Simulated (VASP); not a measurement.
# K2S (Fm-3m) in VASP: further runs

K2S is run at these levels: PBE; tasks: single point.

Program: VASP 6.6.1. These are calculated values, not measurements. Logs are shortened: lines on timing, memory, paths and dates and some standing lists are left out, and cuts for length are marked.

## Step 1: The cell of the first run

It takes space group Fm-3m (No. 225, cubic). The conventional cell has a = 7.406 Å, b = 7.406 Å, c = 7.406 Å, α = 90.00°, β = 90.00°, γ = 90.00°. S (site symmetry m-3m) has 8 K at 3.21 Å within 4.2 Å. K (site symmetry -43m) has 4 S at 3.21 Å and 6 K at 3.70 Å within 4.2 Å.

## Step 2: Single point, PBE

INCAR

```
PREC = Accurate
ENCUT = 500
EDIFF = 1E-6
ISMEAR = 0
SIGMA = 0.01
LREAL = F
LASPH = T
NELM = 120
ALGO = Normal
ISIF = 2
LWAVE = F
LCHARG = T
GGA = PE
LELF = T
LVHAR = T
NBANDS = 19
GGA_COMPAT = F
```

KPOINTS

```
Automatic mesh
0
Gamma
  6 6 6
```

POSCAR

```
K2S
1.0
    0.0000000000      3.7027568582      3.7027568582
    3.7027568582      0.0000000000      3.7027568582
    3.7027568582      3.7027568582      0.0000000000
S K
1 2
Direct
    0.0000000000      0.0000000000      0.0000000000
    0.2500000000      0.2500000000      0.2500000000
    0.7500000000      0.7500000000      0.7500000000
```

Potentials or basis: VASP PAW PBE potentials, release 64 (S, K_sv).

Run with:

```bash
> cat potpaw_PBE.64/S/POTCAR potpaw_PBE.64/K_sv/POTCAR > POTCAR
> mpirun -np 1 vasp_std > vasp.out
```

OUTCAR:

```text
PREC = Accurate
   ENCUT = 500
   EDIFF = 1E-6
   ISMEAR = 0
   LREAL = F
   LASPH = T
   NELM = 120
   ISIF = 2
   GGA = PE

 ion  position               nearest neighbor table
   1  0.000  0.000  0.000-   3 3.21   3 3.21   3 3.21   2 3.21   2 3.21   2 3.21   3 3.21   2 3.21

   2  0.250  0.250  0.250-   1 3.21   1 3.21   1 3.21   1 3.21   3 3.70   3 3.70   3 3.70   3 3.70
                             3 3.70   3 3.70
   3  0.750  0.750  0.750-   1 3.21   1 3.21   1 3.21   1 3.21   2 3.70   2 3.70   2 3.70   2 3.70
                             2 3.70   2 3.70

  LATTYP: Found a face centered cubic cell.
 ALAT       =     7.4055137164

  Lattice vectors:

 A1 = (   0.0000000000,   3.7027568582,   3.7027568582)
 A2 = (   3.7027568582,   0.0000000000,   3.7027568582)
 A3 = (   3.7027568582,   3.7027568582,   0.0000000000)

Analysis of symmetry for initial positions (statically):
=====================================================================
 Subroutine PRICEL returns:
 Original cell was already a primitive cell.

 Routine SETGRP: Setting up the symmetry group for a
 face centered cubic supercell.

 Subroutine GETGRP returns: Found 48 space group operations
 (whereof 48 operations were pure point group operations)
 out of a pool of 48 trial point group operations.

The static configuration has the point symmetry O_h .

Analysis of symmetry for dynamics (positions and initial velocities):
=====================================================================
 Subroutine PRICEL returns:
 Original cell was already a primitive cell.

 Routine SETGRP: Setting up the symmetry group for a
 face centered cubic supercell.

 Subroutine GETGRP returns: Found 48 space group operations
 (whereof 48 operations were pure point group operations)
 out of a pool of 48 trial point group operations.

The dynamic configuration has the point symmetry O_h .

 Subroutine INISYM returns: Found 48 space group operations
 (whereof 48 operations are pure point group operations),
 and found     1 'primitive' translations

----------------------------------------------------------------------------------------

                                     Primitive cell

  volume of cell :     101.5326

  direct lattice vectors                    reciprocal lattice vectors
     0.000000000  3.702756858  3.702756858    -0.135034521  0.135034521  0.135034521
     3.702756858  0.000000000  3.702756858     0.135034521 -0.135034521  0.135034521
     3.702756858  3.702756858  0.000000000     0.135034521  0.135034521 -0.135034521

  length of vectors
     5.236488967  5.236488967  5.236488967     0.233886652  0.233886652  0.233886652

  position of ions in fractional coordinates (direct lattice)
     0.000000000  0.000000000  0.000000000
     0.250000000  0.250000000  0.250000000
     0.750000000  0.750000000  0.750000000

  ion indices of the primitive-cell ions
   primitive index   ion index
                 1           1
                 2           2
                 3           3

----------------------------------------------------------------------------------------

 KPOINTS: Automatic mesh

Automatic generation of k-mesh.
 Grid dimensions read from file:
 generate k-points for:    6    6    6

 Generating k-lattice:

  Cartesian coordinates                     Fractional coordinates (reciprocal lattice)
    -0.022505754  0.022505754  0.022505754     0.166666667  0.000000000  0.000000000
     0.022505754 -0.022505754  0.022505754     0.000000000  0.166666667  0.000000000
     0.022505754  0.022505754 -0.022505754     0.000000000  0.000000000  0.166666667

  Length of vectors
     0.038981109  0.038981109  0.038981109

  Shift w.r.t. Gamma in fractional coordinates (k-lattice)
     0.000000000  0.000000000  0.000000000

 Subroutine IBZKPT returns following result:
 ===========================================

 Found     16 irreducible k-points:

 Following reciprocal coordinates:
            Coordinates               Weight
  0.000000  0.000000  0.000000      1.000000
  0.166667  0.000000  0.000000      8.000000
  0.333333  0.000000  0.000000      8.000000
  0.500000  0.000000  0.000000      4.000000
  0.166667  0.166667  0.000000      6.000000
  0.333333  0.166667  0.000000     24.000000
[... 8 lines left out ...]
 -0.333333  0.333333  0.166667     24.000000
 -0.333333  0.500000  0.166667     12.000000
   k-points           NKPTS =     16   k-points in BZ     NKDIM =     16   number of bands    NBANDS=     19
   number of dos      NEDOS =    301   number of ions     NIONS =      3
   total plane-waves  NPLWV =  64000
   dimension x,y,z NGX =    40 NGY =   40 NGZ =   40
   dimension x,y,z NGXF=    80 NGYF=   80 NGZF=   80
   ions per type =               1   2
   NGX,Y,Z   is equivalent  to a cutoff of  12.70, 12.70, 12.70 a.u.
   NGXF,Y,Z  is equivalent  to a cutoff of  25.40, 25.40, 25.40 a.u.
 SYSTEM =  unknown system
   PREC   = accura    normal or accurate (medium, high low for compatibility)
   ISTART =      0    job   : 0-new  1-cont  2-samecut
   ICHARG =      2    charge: 1-file 2-atom 10-const
   ISPIN  =      1    spin polarized calculation?
   LNONCOLLINEAR =      F non collinear calculations
   LSORBIT =      F    spin-orbit coupling
   LASPH  =      T    aspherical Exc in radial PAW
   ENCUT  =  500.0 eV  36.75 Ry    6.06 a.u.   9.55  9.55  9.55*2*pi/ulx,y,z
   NELM   =    120;   NELMIN=  2; NELMDL= -5     # of ELM steps
   EDIFF  = 0.1E-05   stopping-criterion for ELM
   LREAL  =      F    real-space projection
   EDIFFG = 0.1E-04   stopping-criterion for IOM
   NSW    =      0    number of steps for IOM
   IBRION =     -1    ionic relax: 0-MD 1-quasi-New 2-CG
   NFREE  =      0    steps in history (QN), initial steepest desc. (CG)
   ISIF   =      2    stress and relaxation
   ISYM   =      2    0-nonsym 1-usesym 2-fastsym
   POTIM  = 0.5000    time-step for ionic-motion
   TEBEG  =    0.0;   TEEND  =   0.0 temperature during run
   PSTRESS=    0.0 pullay stress
   NELECT =      24.0000    total number of electrons
   NUPDOWN=      -1.0000    fix difference up-down
   EMIN   =  10.00;   EMAX   =-10.00  energy-range for DOS
   EFERMI =   0.00;   METHOD = LEGACY
   ISMEAR =     0;   SIGMA  =   0.01  broadening in eV -4-tet -1-fermi 0-gaus
   EFERMI_NEDOS =   21; number of points for ismear=-14 and -15
   IALGO  =     38    algorithm
   IMIX   =      4    mixing-type and parameters
     AMIX     =   0.40;   BMIX     =  1.00
     AMIX_MAG =   1.60;   BMIX_MAG =  1.00
  volume/ion in A,a.u.               =      33.84       228.39
  Fermi-wavevector in a.u.,A,eV,Ry     =   1.012224  1.912826 13.940500  1.024598
  Thomas-Fermi vector in A             =   2.145321
   LORBIT       =      0    0 simple, 1 ext, 2 COOP (PROOUT), +10 PAW based schemes
   GGA     = PE    functional components
   LHFCALC =     F    Hartree Fock is set to
   AEXX    =    0.0000 exact exchange contribution
   IVDW    =     0    specifies the selected vdW correction
   LEPSILON=     F    determine dielectric tensor
   LRPA    =     F    only Hartree local field effects (RPA)
 non-spin polarized calculation
 Gauss-broadening in eV      SIGMA  =   0.01
  energy-cutoff  :      500.00
  volume of cell :      101.53
 maximum number of plane-waves:      2637
 NGX is ok and might be reduce to    40
   NGX = 19   NGY = 19   NGZ = 19

 number of electron      23.9999996 magnetization

 Free energy of the ion-electron system (eV)
  ---------------------------------------------------
  ext. energy  EPLUGINS =         0.00000000
  ---------------------------------------------------
  free energy    TOTEN  =        -9.41661440 eV

  energy without entropy =       -9.41661440  energy(sigma->0) =       -9.41661440

 E-fermi :  -0.2372     XC(G=0):  -7.3364

 val. band max:       -0.3479850612   @ k =   0.5000   0.5000   0.0000
 cond. band min:       2.0309415560   @ k =   0.0000   0.0000   0.0000
 fundamental gap:      2.3789266172
 Fermi energy:        -0.2372262184

 k-point     1 :       0.0000    0.0000    0.0000
  band No.  band energies     occupation
      1     -29.5687      2.00000
      2     -29.4865      2.00000
      3     -13.1625      2.00000
      4     -13.1625      2.00000
      5     -13.1625      2.00000
      6     -12.9252      2.00000
[... 11 lines left out ...]
     18       7.1233      0.00000
     19       8.0558      0.00000

 k-point     2 :       0.1667    0.0000    0.0000
  band No.  band energies     occupation
      1     -29.5629      2.00000
      2     -29.4918      2.00000
      3     -13.1565      2.00000
      4     -13.1486      2.00000
      5     -13.1486      2.00000
      6     -12.9675      2.00000
[... 11 lines left out ...]
     18       7.2701      0.00000
     19       7.5719      0.00000

 k-point     3 :       0.3333    0.0000    0.0000
  band No.  band energies     occupation
      1     -29.5474      2.00000
      2     -29.5063      2.00000
      3     -13.1492      2.00000
      4     -13.1093      2.00000
      5     -13.1093      2.00000
      6     -13.0427      2.00000
[... 11 lines left out ...]
     18       7.3166      0.00000
     19       7.3166      0.00000

 k-point     4 :       0.5000    0.0000    0.0000
  band No.  band energies     occupation
      1     -29.5267      2.00000
      2     -29.5266      2.00000
      3     -13.1525      2.00000
      4     -13.0713      2.00000
      5     -13.0567      2.00000
      6     -13.0567      2.00000
[... 231 lines left out ...]
     18       7.2553      0.00000
     19       7.6408      0.00000

 k-point    15 :      -0.3333    0.3333    0.1667
  band No.  band energies     occupation
      1     -29.5263      2.00000
      2     -29.5263      2.00000
      3     -13.3071      2.00000
      4     -13.2243      2.00000
      5     -13.0626      2.00000
      6     -13.0601      2.00000
[... 11 lines left out ...]
     18       6.9563      0.00000
     19       7.6591      0.00000

 k-point    16 :      -0.3333    0.5000    0.1667
  band No.  band energies     occupation
      1     -29.5330      2.00000
      2     -29.5194      2.00000
      3     -13.3471      2.00000
      4     -13.2427      2.00000
      5     -13.1425      2.00000
      6     -12.9749      2.00000
[... 11 lines left out ...]
     18       7.1823      0.00000
     19       7.4690      0.00000

------------------------ aborting loop because EDIFF is reached ----------------------------------------

  FORCE on cell =-STRESS in cart. coord.  units (eV):
  Direction    XX          YY          ZZ          XY          YZ          ZX
  --------------------------------------------------------------------------------------
  -------------------------------------------------------------------------------------
  Total        0.2997103      0.2997103      0.2997103      0.0000000      0.0000000     -0.0000000
  in kB        4.7294074      4.7294074      4.7294074      0.0000000      0.0000000     -0.0000000
  external PRESSURE =       4.7294074 kB  Pullay stress =       0.0000000 kB

 VOLUME and BASIS-vectors are now :
 -----------------------------------------------------------------------------
  energy-cutoff  :      500.00
  volume of cell :      101.53
      direct lattice vectors                 reciprocal lattice vectors
     0.000000000  3.702756858  3.702756858    -0.135034521  0.135034521  0.135034521
     3.702756858  0.000000000  3.702756858     0.135034521 -0.135034521  0.135034521
     3.702756858  3.702756858  0.000000000     0.135034521  0.135034521 -0.135034521

 POSITION                                       TOTAL-FORCE (eV/Angst)
 -----------------------------------------------------------------------------------
      0.00000      0.00000      0.00000         0.000000     -0.000000      0.000000
      1.85138      1.85138      1.85138         0.000000      0.000000      0.000000
      5.55414      5.55414      5.55414        -0.000000     -0.000000     -0.000000
 -----------------------------------------------------------------------------------
    total drift:                               -0.000000     -0.000000      0.000000

  FREE ENERGIE OF THE ION-ELECTRON SYSTEM (eV)
  ---------------------------------------------------
  free  energy   TOTEN  =        -9.4166144039 eV

  energy  without entropy=       -9.4166144039  energy(sigma->0) =       -9.41661440
```

Run time: 34 s. Hardware: 1 thread of Intel Xeon Platinum 8259CL at 2.50GHz (Skylake/Cascade Lake), shared host; peak memory 0.24 GiB.

What came out:

```yaml
Free_energy: -9.4166 eV
Pressure: 0.5 GPa
Band_gap_on_the_k_mesh: 2.38 eV, indirect (least direct gap 2.57 eV)
```

Levels at points of the mesh, in eV from the valence-band top:
| k point | band 8 | band 9 | band 10 | band 11 | band 12 | band 13 | band 14 | band 15 | band 16 | band 17 |
| --- | --- | --- | --- | --- | --- | --- | --- | --- | --- | --- |
| (0.00, 0.00, 0.00) | -12.58 | -9.61 | -0.19 | -0.19 | -0.19 | 2.38 | 5.46 | 5.46 | 7.47 | 7.47 |
| (0.50, 0.00, 0.00) | -12.70 | -9.42 | -0.62 | -0.07 | -0.07 | 4.72 | 5.02 | 5.82 | 5.82 | 7.60 |
| (0.50, 0.50, 0.00) | -12.51 | -9.37 | -0.74 | 0.00 | 0.00 | 3.51 | 5.29 | 6.59 | 6.62 | 7.60 |

A k mesh can miss the band edges.

## Step 3: Single point, PBE

INCAR

```
SYSTEM = K2S
ALGO     = Normal         ! electronic algorithm
EDIFF    = 1E-6           ! SCF threshold, eV
ENCUT    = 500            ! plane-wave cutoff, eV
GGA      = PE             ! functional
GGA_COMPAT= .False.      
ISIF     = 2              ! what is computed and relaxed
ISMEAR   = 0              ! smearing method
LASPH    = .True.         ! aspherical terms in the spheres
LCHARG   = .True.         ! write CHGCAR
LELF     = .True.         ! ELF
LREAL    = .False.        ! projectors in reciprocal space
LVHAR    = .True.       
LWAVE    = .False.        ! write WAVECAR
NBANDS   = 19             ! bands
NELM     = 120            ! most SCF steps
PREC     = Accurate       ! precision mode
SIGMA    = 0.01           ! smearing width, eV
```

KPOINTS

```
k-points
0
Gamma
  6 6 6
  0 0 0
```

POSCAR is that of step 2.

Potentials or basis: VASP PAW PBE potentials, release 64 (S, K_sv).

Run with:

```bash
> cat potpaw_PBE.64/S/POTCAR potpaw_PBE.64/K_sv/POTCAR > POTCAR
> mpirun -np 1 vasp_std > vasp.out
```

OUTCAR:

```text
SYSTEM = K2S
   EDIFF = 1E-6
   ENCUT = 500
   GGA = PE
   ISIF = 2
   ISMEAR = 0
   LASPH = .True.
   LREAL = .False.
   NELM = 120
   PREC = Accurate

 ion  position               nearest neighbor table
   1  0.000  0.000  0.000-   3 3.21   3 3.21   3 3.21   2 3.21   2 3.21   2 3.21   3 3.21   2 3.21

   2  0.250  0.250  0.250-   1 3.21   1 3.21   1 3.21   1 3.21   3 3.70   3 3.70   3 3.70   3 3.70
                             3 3.70   3 3.70
   3  0.750  0.750  0.750-   1 3.21   1 3.21   1 3.21   1 3.21   2 3.70   2 3.70   2 3.70   2 3.70
                             2 3.70   2 3.70

  LATTYP: Found a face centered cubic cell.
 ALAT       =     7.4055137164

  Lattice vectors:

 A1 = (   0.0000000000,   3.7027568582,   3.7027568582)
 A2 = (   3.7027568582,   0.0000000000,   3.7027568582)
 A3 = (   3.7027568582,   3.7027568582,   0.0000000000)

Analysis of symmetry for initial positions (statically):
=====================================================================
 Subroutine PRICEL returns:
 Original cell was already a primitive cell.

[... 160 lines left out ...]

  energy without entropy =       -9.41661440  energy(sigma->0) =       -9.41661440

 E-fermi :  -0.2372     XC(G=0):  -7.3364

 val. band max:       -0.3479850612   @ k =   0.5000   0.5000   0.0000
 cond. band min:       2.0309415560   @ k =   0.0000   0.0000   0.0000
 fundamental gap:      2.3789266172
 Fermi energy:        -0.2372262184

 k-point     1 :       0.0000    0.0000    0.0000
  band No.  band energies     occupation
      1     -29.5687      2.00000
      2     -29.4865      2.00000
      3     -13.1625      2.00000
      4     -13.1625      2.00000
      5     -13.1625      2.00000
      6     -12.9252      2.00000
[... 329 lines left out ...]
      6     -12.9749      2.00000
[... 11 lines left out ...]
     18       7.1823      0.00000
     19       7.4690      0.00000

------------------------ aborting loop because EDIFF is reached ----------------------------------------

  FORCE on cell =-STRESS in cart. coord.  units (eV):
  Direction    XX          YY          ZZ          XY          YZ          ZX
  --------------------------------------------------------------------------------------
  -------------------------------------------------------------------------------------
  Total        0.2997103      0.2997103      0.2997103      0.0000000      0.0000000     -0.0000000
  in kB        4.7294074      4.7294074      4.7294074      0.0000000      0.0000000     -0.0000000
  external PRESSURE =       4.7294074 kB  Pullay stress =       0.0000000 kB

 VOLUME and BASIS-vectors are now :
 -----------------------------------------------------------------------------
  energy-cutoff  :      500.00
  volume of cell :      101.53
      direct lattice vectors                 reciprocal lattice vectors
     0.000000000  3.702756858  3.702756858    -0.135034521  0.135034521  0.135034521
     3.702756858  0.000000000  3.702756858     0.135034521 -0.135034521  0.135034521
     3.702756858  3.702756858  0.000000000     0.135034521  0.135034521 -0.135034521

 POSITION                                       TOTAL-FORCE (eV/Angst)
 -----------------------------------------------------------------------------------
      0.00000      0.00000      0.00000         0.000000     -0.000000      0.000000
      1.85138      1.85138      1.85138         0.000000      0.000000      0.000000
      5.55414      5.55414      5.55414        -0.000000     -0.000000     -0.000000
 -----------------------------------------------------------------------------------
    total drift:                               -0.000000     -0.000000      0.000000

  FREE ENERGIE OF THE ION-ELECTRON SYSTEM (eV)
  ---------------------------------------------------
  free  energy   TOTEN  =        -9.4166144039 eV

  energy  without entropy=       -9.4166144039  energy(sigma->0) =       -9.41661440
```

stdout:

```text
POSCAR found type information on POSCAR S K
 POSCAR found :  2 types and       3 ions
 scaLAPACK will be used
 LDA part: xc-table for (Slater+PW92), standard interpolation
 POSCAR, INCAR and KPOINTS ok, starting setup
 FFT: planning ... GRIDC
 FFT: planning ... GRID_SOFT
 FFT: planning ... GRID
 WAVECAR not read
 entering main loop
```

Run time: 34 s. Hardware: 1 thread of Intel Xeon Platinum 8259CL at 2.50GHz (Skylake/Cascade Lake), shared host; peak memory 0.24 GiB.

Results:

- Free energy: -9.4166 eV
- Pressure: 0.5 GPa
- Band gap on the k mesh: 2.38 eV, indirect (least direct gap 2.57 eV)

Levels at points of the mesh, in eV from the valence-band top:
```tsv
k point	band 10	band 11	band 12	band 13	band 14	band 15
(0.00, 0.00, 0.00)	-0.19	-0.19	-0.19	2.38	5.46	5.46
(0.50, 0.00, 0.00)	-0.62	-0.07	-0.07	4.72	5.02	5.82
(0.50, 0.50, 0.00)	-0.74	0.00	0.00	3.51	5.29	6.59
```
